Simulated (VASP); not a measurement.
# Bi3O: single point with PBE

The system is Bi3O.

```
Bi O
1.0
     4.93642    0.00000    0.00000
    -0.51097    4.97562    0.00000
    -0.72588   -0.24701   10.17446
Bi O
6 2
Direct
  0.03350 0.53386 0.30458
  0.03171 0.51996 0.80170
  0.51772 0.58418 0.01712
  0.53280 0.61261 0.51140
  0.59428 0.01818 0.24824
  0.59130 0.01736 0.75368
  0.32724 0.33998 0.17714
  0.37144 0.37388 0.68613
```

| Property | Result |
| --- | --- |
| Program | VASP 6.6.1 |
| Task | single point |
| Functional | PBE |
| Potentials or basis | VASP PAW PBE potentials, release 64 (Bi_d, O) |
| Cutoff | 520 eV |
| k mesh | 4 × 4 × 2 |
| Occupations | gaussian, width 0.1 eV |
| Spin | no spin polarisation |

The pressure is 0.0 GPa and the largest force is 0.117 eV/Å. The band gap on the k mesh is zero (bands 51 and 52 overlap by 0.73 eV).

Forces in eV/Å, atoms in the order of the input:
```
Bi  -0.113 -0.022 -0.023
Bi  -0.037 -0.044 -0.020
Bi   0.016  0.023 -0.091
Bi   0.060  0.011  0.008
Bi   0.011  0.002  0.103
Bi   0.047  0.079  0.060
O    0.073 -0.012 -0.042
O   -0.057 -0.038  0.006
```

Stress tensor (GPa, compression positive):
```
 0.11  0.22  0.14
 0.22  0.02 -0.33
 0.14 -0.33 -0.12
```

Levels at points of the mesh, in eV from the Fermi level:
| k point | band 47 | band 48 | band 49 | band 50 | band 51 | band 52 | band 53 | band 54 | band 55 | band 56 |
| --- | --- | --- | --- | --- | --- | --- | --- | --- | --- | --- |
| (0.00, 0.00, 0.00) | -2.12 | -1.18 | -1.08 | -0.69 | -0.36 | 0.63 | 0.74 | 1.21 | 1.94 | 2.27 |
| (0.50, 0.00, 0.00) | -1.29 | -1.02 | -0.93 | -0.73 | -0.28 | -0.07 | 0.57 | 1.03 | 1.35 | 1.52 |
| (0.00, 0.50, 0.00) | -1.20 | -1.07 | -0.67 | -0.60 | -0.55 | -0.08 | 0.59 | 1.10 | 1.20 | 1.60 |
| (0.50, 0.50, 0.00) | -1.60 | -1.56 | -1.46 | -1.28 | -0.91 | -0.28 | 0.94 | 1.29 | 2.19 | 2.57 |
| (0.00, 0.00, 0.50) | -1.81 | -1.76 | -0.73 | -0.54 | 0.11 | 0.17 | 0.88 | 0.96 | 1.91 | 1.95 |
| (0.50, 0.00, 0.50) | -1.59 | -1.45 | -0.56 | -0.55 | -0.29 | -0.25 | 0.88 | 1.02 | 1.54 | 1.75 |
| (0.00, 0.50, 0.50) | -1.67 | -1.46 | -0.74 | -0.67 | -0.14 | -0.07 | 0.89 | 0.93 | 1.86 | 1.98 |
| (0.50, 0.50, 0.50) | -1.75 | -1.60 | -1.37 | -1.29 | -0.11 | -0.09 | 1.54 | 1.66 | 2.47 | 2.53 |

It took 10 min on 1 thread of Intel Xeon 8259CL, with other jobs on the host, peak memory 0.46 GiB.

Caveat: spin-orbit coupling is left out, which moves the levels of the heavy elements.
